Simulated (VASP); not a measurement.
# Ni2Ge (P6_3/mmc) in VASP: further runs

Ni2Ge is run at these levels: PBEsol; tasks: single point.

All numbers are computed with VASP 6.6.1; they aren't measurements. Logs are shortened: lines on timing, memory, paths and dates and some standing lists are left out, and cuts for length are marked.

## Step 1: The cell of the first run

Symmetry: P6_3/mmc, No. 194, hexagonal system. The conventional cell has a = 3.932 Å, b = 3.932 Å, c = 5.044 Å, α = 90.00°, β = 90.00°, γ = 120.00°. Within 3.0 Å of Ni (site symmetry -6m2) lie 5 Ge at 2.27 to 2.52 Å and 6 Ni at 2.60 Å. Ni (site symmetry -3m) has 8 Ni at 2.52 to 2.60 Å and 6 Ge at 2.60 Å within 3.3 Å. Within 3.0 Å of Ge (site symmetry -6m2) lie 11 Ni at 2.27 to 2.60 Å.

## Step 2: Single point, PBEsol (biaxial strain in the a-b plane: -1.0 %)

INCAR reads:

```
SYSTEM = Ni2Ge
ALGO = Fast ; EDIFF = 1E-6
ENCUT = 520 ; GGA = PS
ISIF = 2 ; ISMEAR = 0
LASPH = .True. ; LCHARG = .False.
LREAL = .False. ; LWAVE = .False.
NBANDS = 43 ; NELM = 80
PREC = Accurate ; SIGMA = 0.1
```

KPOINTS reads:

```
k-points
0
Gamma
  12 12 8
  0 0 0
```

POSCAR reads:

```
Ni2Ge
1.0
    3.9322432120      0.0000000000      0.0000000000
   -1.9661216060      3.4054225155      0.0000000000
    0.0000000000      0.0000000000      5.0441437869
Ni Ge
4 2
Direct
    0.6666666667      0.3333333333      0.2500000000
    0.3333333333      0.6666666667      0.7500000000
    0.0000000000      0.0000000000      0.0000000000
    0.0000000000      0.0000000000      0.5000000000
    0.6666666667      0.3333333333      0.7500000000
    0.3333333333      0.6666666667      0.2500000000
```

Potentials or basis: VASP PAW PBE potentials, release 64 (Ni, Ge_d).

Command:

```console
$ cat potpaw_PBE.64/Ni/POTCAR potpaw_PBE.64/Ge_d/POTCAR > POTCAR
$ mpirun -np 1 vasp_std > vasp.out
```

OUTCAR:

```text
SYSTEM = Ni2Ge
   EDIFF = 1E-6
   ENCUT = 520
   GGA = PS
   ISIF = 2
   ISMEAR = 0
   LASPH = .True.
   LREAL = .False.
   NELM = 80
   PREC = Accurate

 ion  position               nearest neighbor table
   1  0.667  0.333  0.250-   6 2.27   6 2.27   6 2.27   5 2.52   5 2.52   3 2.60   4 2.60   3 2.60
                             4 2.60   3 2.60   4 2.60
   2  0.333  0.667  0.750-   5 2.27   5 2.27   5 2.27   6 2.52   6 2.52   3 2.60   4 2.60   4 2.60
                             3 2.60   4 2.60   3 2.60
   3  0.000  0.000  0.000-   4 2.52   4 2.52   1 2.60   5 2.60   6 2.60   2 2.60   1 2.60   5 2.60
                             2 2.60   6 2.60   1 2.60   5 2.60   2 2.60   6 2.60
   4  0.000  0.000  0.500-   3 2.52   3 2.52   1 2.60   5 2.60   6 2.60   2 2.60   1 2.60   5 2.60
                             2 2.60   6 2.60   1 2.60   5 2.60   2 2.60   6 2.60
   5  0.667  0.333  0.750-   2 2.27   2 2.27   2 2.27   1 2.52   1 2.52   3 2.60   4 2.60   3 2.60
                             4 2.60   3 2.60   4 2.60
   6  0.333  0.667  0.250-   1 2.27   1 2.27   1 2.27   2 2.52   2 2.52   3 2.60   4 2.60   4 2.60
                             3 2.60   4 2.60   3 2.60

  LATTYP: Found a hexagonal cell.
 ALAT       =     3.9322432120
 C/A-ratio  =     1.2827649550

  Lattice vectors:

 A1 = (   3.9322432120,   0.0000000000,   0.0000000000)
 A2 = (  -1.9661216060,   3.4054225155,   0.0000000000)
 A3 = (   0.0000000000,   0.0000000000,   5.0441437869)

Analysis of symmetry for initial positions (statically):
=====================================================================
 Subroutine PRICEL returns:
 Original cell was already a primitive cell.

 Routine SETGRP: Setting up the symmetry group for a
 hexagonal supercell.

 Subroutine GETGRP returns: Found 24 space group operations
 (whereof 12 operations were pure point group operations)
 out of a pool of 24 trial point group operations.

The static configuration has the point symmetry D_3d.
 The point group associated with its full space group is D_6h.

Analysis of symmetry for dynamics (positions and initial velocities):
=====================================================================
 Subroutine PRICEL returns:
 Original cell was already a primitive cell.

 Routine SETGRP: Setting up the symmetry group for a
 hexagonal supercell.

 Subroutine GETGRP returns: Found 24 space group operations
 (whereof 12 operations were pure point group operations)
 out of a pool of 24 trial point group operations.

The dynamic configuration has the point symmetry D_3d.
 The point group associated with its full space group is D_6h.

 Subroutine INISYM returns: Found 24 space group operations
 (whereof 12 operations are pure point group operations),
 and found     1 'primitive' translations

----------------------------------------------------------------------------------------

                                     Primitive cell

  volume of cell :      67.5459

  direct lattice vectors                    reciprocal lattice vectors
     3.932243212  0.000000000  0.000000000     0.254307769  0.146824659  0.000000000
    -1.966121606  3.405422516  0.000000000     0.000000000  0.293649318  0.000000000
     0.000000000  0.000000000  5.044143787     0.000000000  0.000000000  0.198249701

  length of vectors
     3.932243212  3.932243212  5.044143787     0.293649318  0.293649318  0.198249701

  position of ions in fractional coordinates (direct lattice)
     0.666666667  0.333333333  0.250000000
     0.333333333  0.666666667  0.750000000
     0.000000000  0.000000000  0.000000000
     0.000000000  0.000000000  0.500000000
     0.666666667  0.333333333  0.750000000
     0.333333333  0.666666667  0.250000000

  ion indices of the primitive-cell ions
   primitive index   ion index
                 1           1
                 2           2
                 3           3
                 4           4
                 5           5
                 6           6

----------------------------------------------------------------------------------------

 KPOINTS: k-points

Automatic generation of k-mesh.
 Grid dimensions read from file:
 generate k-points for:   12   12    8

 Generating k-lattice:

  Cartesian coordinates                     Fractional coordinates (reciprocal lattice)
     0.021192314  0.012235388  0.000000000     0.083333333  0.000000000  0.000000000
     0.000000000  0.024470777  0.000000000     0.000000000  0.083333333  0.000000000
     0.000000000  0.000000000  0.024781213     0.000000000  0.000000000  0.125000000

  Length of vectors
     0.024470777  0.024470777  0.024781213

  Shift w.r.t. Gamma in fractional coordinates (k-lattice)
     0.000000000  0.000000000  0.000000000

 Subroutine IBZKPT returns following result:
 ===========================================

 Found     95 irreducible k-points:

 Following reciprocal coordinates:
            Coordinates               Weight
  0.000000  0.000000  0.000000      1.000000
  0.083333 -0.000000  0.000000      6.000000
  0.166667  0.000000  0.000000      6.000000
  0.250000  0.000000  0.000000      6.000000
  0.333333  0.000000  0.000000      6.000000
  0.416667 -0.000000  0.000000      6.000000
[... 16 lines left out ...]
  0.250000  0.000000  0.125000     12.000000
  0.333333  0.000000  0.125000     12.000000
 [... further k-points ...]
   k-points           NKPTS =     95   k-points in BZ     NKDIM =     95   number of bands    NBANDS=     43
   number of dos      NEDOS =    301   number of ions     NIONS =      6
   total plane-waves  NPLWV =  36000
   dimension x,y,z NGX =    30 NGY =   30 NGZ =   40
   dimension x,y,z NGXF=    60 NGYF=   60 NGZF=   80
   ions per type =               4   2
   NGX,Y,Z   is equivalent  to a cutoff of  12.68, 12.68, 13.18 a.u.
   NGXF,Y,Z  is equivalent  to a cutoff of  25.37, 25.37, 26.37 a.u.
 SYSTEM =  Ni2Ge
   PREC   = accura    normal or accurate (medium, high low for compatibility)
   ISTART =      0    job   : 0-new  1-cont  2-samecut
   ICHARG =      2    charge: 1-file 2-atom 10-const
   ISPIN  =      1    spin polarized calculation?
   LNONCOLLINEAR =      F non collinear calculations
   LSORBIT =      F    spin-orbit coupling
   LASPH  =      T    aspherical Exc in radial PAW
   ENCUT  =  520.0 eV  38.22 Ry    6.18 a.u.   7.31  7.31  9.38*2*pi/ulx,y,z
   NELM   =     80;   NELMIN=  2; NELMDL= -5     # of ELM steps
   EDIFF  = 0.1E-05   stopping-criterion for ELM
   LREAL  =      F    real-space projection
   EDIFFG = 0.1E-04   stopping-criterion for IOM
   NSW    =      0    number of steps for IOM
   IBRION =     -1    ionic relax: 0-MD 1-quasi-New 2-CG
   NFREE  =      0    steps in history (QN), initial steepest desc. (CG)
   ISIF   =      2    stress and relaxation
   ISYM   =      2    0-nonsym 1-usesym 2-fastsym
   POTIM  = 0.5000    time-step for ionic-motion
   TEBEG  =    0.0;   TEEND  =   0.0 temperature during run
   PSTRESS=    0.0 pullay stress
   NELECT =      68.0000    total number of electrons
   NUPDOWN=      -1.0000    fix difference up-down
   EMIN   =  10.00;   EMAX   =-10.00  energy-range for DOS
   EFERMI =   0.00;   METHOD = LEGACY
   ISMEAR =     0;   SIGMA  =   0.10  broadening in eV -4-tet -1-fermi 0-gaus
   EFERMI_NEDOS =   21; number of points for ismear=-14 and -15
   IALGO  =     68    algorithm
   IMIX   =      4    mixing-type and parameters
     AMIX     =   0.40;   BMIX     =  1.00
     AMIX_MAG =   1.60;   BMIX_MAG =  1.00
  volume/ion in A,a.u.               =      11.26        75.97
  Fermi-wavevector in a.u.,A,eV,Ry     =   1.640759  3.100585 36.628120  2.692091
  Thomas-Fermi vector in A             =   2.731344
   LORBIT       =      0    0 simple, 1 ext, 2 COOP (PROOUT), +10 PAW based schemes
   GGA     = PS    functional components
   LHFCALC =     F    Hartree Fock is set to
   AEXX    =    0.0000 exact exchange contribution
   IVDW    =     0    specifies the selected vdW correction
   LEPSILON=     F    determine dielectric tensor
   LRPA    =     F    only Hartree local field effects (RPA)
 non-spin polarized calculation
 RMM-DIIS sequential band-by-band and
 Gauss-broadening in eV      SIGMA  =   0.10
  energy-cutoff  :      520.00
  volume of cell :       67.55
 maximum number of plane-waves:      1843
 NGX is ok and might be reduce to    30
   NGX = 15   NGY = 15   NGZ = 19

 number of electron      68.0000044 magnetization

 Free energy of the ion-electron system (eV)
  ---------------------------------------------------
  ext. energy  EPLUGINS =         0.00000000
  ---------------------------------------------------
  free energy    TOTEN  =       -36.45904433 eV

  energy without entropy =      -36.43984590  energy(sigma->0) =      -36.44944512

 E-fermi :  10.5110     XC(G=0): -13.5882

 val. band max:       10.5100184539   @ k =   0.1667   0.1667   0.3750
 cond. band min:      10.5225815471   @ k =   0.2500   0.1667   0.3750
 fundamental gap:      0.0125630932
 Fermi energy:        10.5110008522

 k-point     1 :       0.0000    0.0000    0.0000
  band No.  band energies     occupation
      1     -14.2768      2.00000
      2     -14.2676      2.00000
      3     -14.2455      2.00000
      4     -14.2455      2.00000
      5     -14.2110      2.00000
      6     -14.2110      2.00000
[... 35 lines left out ...]
     42      15.1362      0.00000
     43      19.2503      0.00000

 k-point     2 :       0.0833   -0.0000    0.0000
  band No.  band energies     occupation
      1     -14.2764      2.00000
      2     -14.2673      2.00000
      3     -14.2459      2.00000
      4     -14.2452      2.00000
      5     -14.2117      2.00000
      6     -14.2108      2.00000
[... 35 lines left out ...]
     42      15.9004      0.00000
     43      18.7588      0.00000

 k-point     3 :       0.1667    0.0000    0.0000
  band No.  band energies     occupation
      1     -14.2752      2.00000
      2     -14.2666      2.00000
      3     -14.2468      2.00000
      4     -14.2443      2.00000
      5     -14.2137      2.00000
      6     -14.2120      2.00000
[... 35 lines left out ...]
     42      17.5868      0.00000
     43      17.6863      0.00000

 k-point     4 :       0.2500    0.0000    0.0000
  band No.  band energies     occupation
      1     -14.2736      2.00000
      2     -14.2657      2.00000
      3     -14.2480      2.00000
      4     -14.2434      2.00000
      5     -14.2159      2.00000
      6     -14.2144      2.00000
[... 863 lines left out ...]
     42      17.2397      0.00000
     43      17.7427      0.00000

 k-point    23 :       0.2500    0.0000    0.1250
  band No.  band energies     occupation
      1     -14.2729      2.00000
      2     -14.2657      2.00000
      3     -14.2468      2.00000
      4     -14.2426      2.00000
      5     -14.2180      2.00000
      6     -14.2138      2.00000
[... 35 lines left out ...]
     42      17.6785      0.00000
     43      18.6596      0.00000

 k-point    24 :       0.3333    0.0000    0.1250
  band No.  band energies     occupation
      1     -14.2713      2.00000
      2     -14.2651      2.00000
      3     -14.2478      2.00000
      4     -14.2420      2.00000
      5     -14.2192      2.00000
      6     -14.2159      2.00000
[... 35 lines left out ...]
     42      18.1544      0.00000
     43      19.3834      0.00000

 [... further k-points ...]
[... 5 lines left out ...]
  --------------------------------------------------------------------------------------
  -------------------------------------------------------------------------------------
  Total        2.0830182      2.0830182      0.1894903      0.0000000      0.0000000     -0.0000000
  in kB       49.4088567     49.4088567      4.4946791      0.0000000      0.0000000     -0.0000000
  external PRESSURE =      34.4374641 kB  Pullay stress =       0.0000000 kB

 VOLUME and BASIS-vectors are now :
 -----------------------------------------------------------------------------
  energy-cutoff  :      520.00
  volume of cell :       67.55
      direct lattice vectors                 reciprocal lattice vectors
     3.932243212  0.000000000  0.000000000     0.254307769  0.146824659  0.000000000
    -1.966121606  3.405422516  0.000000000     0.000000000  0.293649318  0.000000000
     0.000000000  0.000000000  5.044143787     0.000000000  0.000000000  0.198249701

 POSITION                                       TOTAL-FORCE (eV/Angst)
 -----------------------------------------------------------------------------------
      1.96612      1.13514      1.26104        -0.000000     -0.000000      0.000000
     -0.00000      2.27028      3.78311         0.000000     -0.000000      0.000000
      0.00000      0.00000      0.00000         0.000000     -0.000000     -0.000000
      0.00000      0.00000      2.52207         0.000000     -0.000000     -0.000000
      1.96612      1.13514      3.78311         0.000000      0.000000     -0.000000
     -0.00000      2.27028      1.26104         0.000000      0.000000     -0.000000
 -----------------------------------------------------------------------------------
    total drift:                               -0.000000     -0.000000      0.000000

  FREE ENERGIE OF THE ION-ELECTRON SYSTEM (eV)
  ---------------------------------------------------
  free  energy   TOTEN  =       -36.4590443296 eV

  energy  without entropy=      -36.4398459044  energy(sigma->0) =      -36.44944512
```

It took 5.4 min on 1 thread of Intel Xeon 6975P-C, shared host; peak memory 0.34 GiB.

Results:

```
Free energy            : -36.4590 eV
Pressure               : 3.4 GPa
Band gap on the k mesh : zero (band 34 reaches 12.94 eV, above the bottom of band 35 at 9.95 eV)
```

Caveat: the cell differs from its parent crystal (biaxial strain in the a-b plane: -1.0 %); the PAW data sets were made with another functional, which shifts forces and pressure a little. Spin polarisation is off, so any magnetic state and its effect on volume and gap are missing.

## Step 3: Single point, PBEsol (biaxial strain in the a-b plane: +1.0 %, then relaxed in part)

INCAR reads:

```
SYSTEM = Ni2Ge
PREC = Accurate ; ENCUT = 520
EDIFF = 1E-7 ; ISMEAR = 0
SIGMA = 0.1 ; LREAL = .False.
LASPH = .True. ; NELM = 100
ALGO = Fast ; ISIF = 2
LWAVE = .False. ; LCHARG = .False.
GGA = PS ; NBANDS = 43
```

KPOINTS reads:

```
Automatic mesh
0
Gamma
  12 12 8
  0 0 0
```

Edit POSCAR of step 2 so:

```diff
@@ -2,5 +2,5 @@
 1.0
-    3.9322432120      0.0000000000      0.0000000000
-   -1.9661216060      3.4054225155      0.0000000000
-    0.0000000000      0.0000000000      5.0441437869
+    4.0116824688      0.0000000000      0.0000000000
+   -2.0058412344      3.4742189299      0.0000000000
+    0.0000000000      0.0000000000      4.9810497557
 Ni Ge
```

Potentials or basis: VASP PAW PBE potentials, release 64 (Ni, Ge_d).

Command:

```console
$ cat potpaw_PBE.64/Ni/POTCAR potpaw_PBE.64/Ge_d/POTCAR > POTCAR
$ mpirun -np 1 vasp_std > vasp.out
```

Run time: 5.8 min. Hardware: 1 thread of Intel Xeon 6975P-C, shared host; peak memory 0.35 GiB.

Results (log left out):

| Property | Result |
| --- | --- |
| Free energy | -36.4647 eV |
| Pressure | -2.8 GPa |
| Band gap on the k mesh | zero (band 34 reaches 12.16 eV, above the bottom of band 35 at 9.58 eV) |

Stress tensor (GPa, compression positive):
```
-4.18  0.00  0.00
 0.00 -4.18  0.00
 0.00  0.00  0.02
```

Levels at points of the mesh, in eV from the Fermi level:
| k point | band 32 | band 33 | band 34 | band 35 | band 36 | band 37 |
| --- | --- | --- | --- | --- | --- | --- |
| (0.00, 0.00, 0.00) | -0.60 | 0.19 | 1.99 | 2.61 | 2.61 | 2.77 |
| (0.50, 0.00, 0.00) | -1.14 | -0.97 | -0.64 | -0.49 | 0.67 | 1.73 |
| (0.00, 0.00, 0.50) | -1.13 | 1.34 | 1.34 | 3.16 | 3.16 | 3.16 |
| (0.50, 0.00, 0.50) | -1.19 | -0.83 | -0.83 | 0.89 | 0.89 | 2.42 |

Caveat: the cell differs from its parent crystal (biaxial strain in the a-b plane: +1.0 %, then relaxed in part); the PAW data sets were made with another functional, which shifts forces and pressure a little. Spin polarisation is off, so any magnetic state and its effect on volume and gap are missing.

## Step 4: Single point, PBEsol (biaxial strain in the a-b plane: +1.0 %)

INCAR reads:

```
  PREC = Accurate
  ENCUT = 520
  EDIFF = 1E-7
  ISMEAR = 0
  SIGMA = 0.1
  LREAL = False
  LASPH = True
  NELM = 80
  ALGO = Fast
  ISIF = 2
  LWAVE = False
  LCHARG = True
  GGA = PS
  LELF = True
  LVHAR = True
  NBANDS = 43
```

KPOINTS reads:

```
Automatic mesh
0
Gamma
  12 12 8
```

Edit POSCAR of step 3 so:

```diff
@@ -4,3 +4,3 @@
    -2.0058412344      3.4742189299      0.0000000000
-    0.0000000000      0.0000000000      4.9810497557
+    0.0000000000      0.0000000000      4.9839750738
 Ni Ge
```

Command:

```console
$ cat potpaw_PBE.64/Ni/POTCAR potpaw_PBE.64/Ge_d/POTCAR > POTCAR
$ mpirun -np 1 vasp_std > vasp.out
```

Run time: 5.9 min. Hardware: 1 thread of Intel Xeon 6975P-C, shared host; peak memory 0.35 GiB.

It converged, with:

| Property | Result |
| --- | --- |
| Free energy | -36.4647 eV |
| Pressure | -2.9 GPa |
| Band gap on the k mesh | zero (band 34 reaches 12.15 eV, above the bottom of band 35 at 9.57 eV) |

Stress tensor (GPa, compression positive):
```
-4.24  0.00  0.00
 0.00 -4.24  0.00
 0.00  0.00 -0.17
```

Levels at points of the mesh, in eV from the Fermi level:
```
           k point  band 32  band 33  band 34  band 35  band 36  band 37
(0.00, 0.00, 0.00)    -0.60     0.18     1.99     2.61     2.61     2.77
(0.50, 0.00, 0.00)    -1.14    -0.97    -0.64    -0.49     0.66     1.73
(0.00, 0.00, 0.50)    -1.12     1.34     1.34     3.16     3.16     3.16
(0.50, 0.00, 0.50)    -1.19    -0.83    -0.83     0.89     0.89     2.42
```

Caveat: the cell differs from its parent crystal (biaxial strain in the a-b plane: +1.0 %); the PAW data sets were made with another functional, which shifts forces and pressure a little. Spin polarisation is off, so any magnetic state and its effect on volume and gap are missing.

## Step 5: Summary

| cell | further INCAR settings | gap on the mesh (eV) | pressure (GPa) |
| --- | --- | --- | --- |
| a = 3.932, b = 3.932, c = 5.044 Å, angles 90.0, 90.0, 120.0°, 6 atoms | ALGO = Fast; EDIFF = 1e-06; NBANDS = 43 | none | 3.4 |
| a = 4.012, b = 4.012, c = 4.981 Å, angles 90.0, 90.0, 120.0°, 6 atoms | ALGO = Fast; EDIFF = 1e-07; NBANDS = 43 | none | -2.8 |
| a = 4.012, b = 4.012, c = 4.984 Å, angles 90.0, 90.0, 120.0°, 6 atoms | ALGO = Fast; EDIFF = 1e-07; NBANDS = 43 | none | -2.9 |

Alike in all rows: task single point; level PBEsol; potentials or basis VASP PAW PBE potentials, release 64 (Ni, Ge_d); no spin polarisation; k mesh 12 × 12 × 8; cutoff (eV) 520; smearing gaussian 0.1 eV.

Caveats: the PAW data sets were made with another functional, which shifts forces and pressure a little.

Total energies depend on the potentials used, so only differences within one code and one set of settings carry meaning.
